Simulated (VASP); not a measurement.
## Cr: single point with PBEsol

The system is Cr.

```
Cr
1.0
     2.90829    0.00000    0.00000
     0.00000    2.90829    0.00000
     0.00000    0.00000    2.90829
Cr
2
Cartesian
  0.0000 0.0000 0.0000
  1.4541 1.4541 1.4541
```

```
Program             : VASP 6.6.1
Task                : single point
Functional          : PBEsol
Potentials or basis : VASP PAW PBE potentials, release 64 (Cr_pv)
Cutoff              : 520 eV
k mesh              : 10 × 10 × 10
Occupations         : fermi-dirac, width 0.1 eV
Spin                : collinear spin, antiferromagnetic start
Starting moments    : [3.9, -3.9] μB
```

The pressure is -16.7 GPa. The band gap on the k mesh is zero (filled and empty bands overlap) and the net moment is 0.00 μB per cell. The site moments are Cr +1.25, -1.25 μB and the valence electrons inside the program's atomic spheres are Cr 10.93.

Levels at points of the mesh, in eV from the Fermi level:
Spin up:
```tsv
k point	band 10	band 11	band 12	band 13	band 14	band 15
(0.00, 0.00, 0.00)	-0.82	-0.82	-0.82	1.20	1.20	2.54
(0.50, 0.00, 0.00)	-1.11	-0.79	-0.79	0.16	0.31	0.31
(0.50, 0.50, 0.00)	-2.20	0.94	1.00	1.00	1.02	1.35
(0.50, 0.50, 0.50)	-1.71	-1.71	-1.71	1.00	1.00	2.07
```
Spin down:
| k point | band 8 | band 9 | band 10 | band 11 | band 12 | band 13 | band 14 | band 15 | band 16 | band 17 |
| --- | --- | --- | --- | --- | --- | --- | --- | --- | --- | --- |
| (0.00, 0.00, 0.00) | -3.92 | -3.92 | -0.82 | -0.82 | -0.82 | 1.20 | 1.20 | 2.54 | 2.54 | 2.54 |
| (0.50, 0.00, 0.00) | -3.67 | -1.98 | -1.11 | -0.79 | -0.79 | 0.16 | 0.31 | 0.31 | 1.41 | 1.96 |
| (0.50, 0.50, 0.00) | -4.03 | -2.20 | -2.20 | 0.94 | 1.00 | 1.00 | 1.02 | 1.35 | 2.01 | 2.85 |
| (0.50, 0.50, 0.50) | -2.47 | -2.47 | -1.71 | -1.71 | -1.71 | 1.00 | 1.00 | 2.07 | 2.07 | 6.38 |

Wall time 58 s on 1 thread of Intel Xeon 8259CL, with other jobs on the host, peak memory 0.17 GiB.

Caveat: the cell stands under tension; an empty level that is flat over the whole mesh can mark a ghost state of the potentials, or a narrow d or f band; the PAW data sets were made with another functional, which shifts forces and pressure a little.
